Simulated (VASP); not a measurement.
Write the native input for VASP 6.6.1 that does the following.

- Task: single point
- Functional: PBEsol
- Potentials or basis: VASP PAW PBE potentials, release 64 (C)
- Cutoff: 520 eV
- k mesh: 12 × 12 × 12
- Occupations: gaussian, width 0.05 eV
- Spin: no spin polarisation
- Dipole correction: no
- Further INCAR settings: ALGO = Normal; EDIFF = 1e-06; NBANDS = 11

The structure of C lies in POSCAR:

```
C
1.0
    0.0000000000      1.7834000000      1.7834000000
    1.7834000000      0.0000000000      1.7834000000
    1.7834000000      1.7834000000      0.0000000000
C
2
Direct
    0.5000000000      0.5000000000      0.5000000000
    0.7500000000      0.7500000000      0.7500000000
```

One way to write it, as run:

INCAR

```
ALGO = Normal ; EDIFF = 1E-6
ENCUT = 520 ; GGA = PS
ISIF = 2 ; ISMEAR = 0
LASPH = True ; LCHARG = False
LREAL = False ; LWAVE = False
NBANDS = 11 ; NELM = 60
PREC = Accurate ; SIGMA = 0.05
```

KPOINTS

```
k-points
0
Gamma
  12 12 12
```

Potentials or basis: VASP PAW PBE potentials, release 64 (C).

Launch:

```console
$ cat potpaw_PBE.64/C/POTCAR > POTCAR
$ mpirun -np 1 vasp_std > vasp.out
```

It gave:

The pressure is -3.8 GPa and the band gap on the k mesh is 4.04 eV, indirect (least direct gap 5.54 eV).

Caveat: the PAW data sets were made with another functional, which shifts forces and pressure a little.

Run time: 6.7 s on 1 thread of AMD EPYC 7R43 64-Core Processor (Zen 3), on a shared host, peak memory 0.08 GiB.
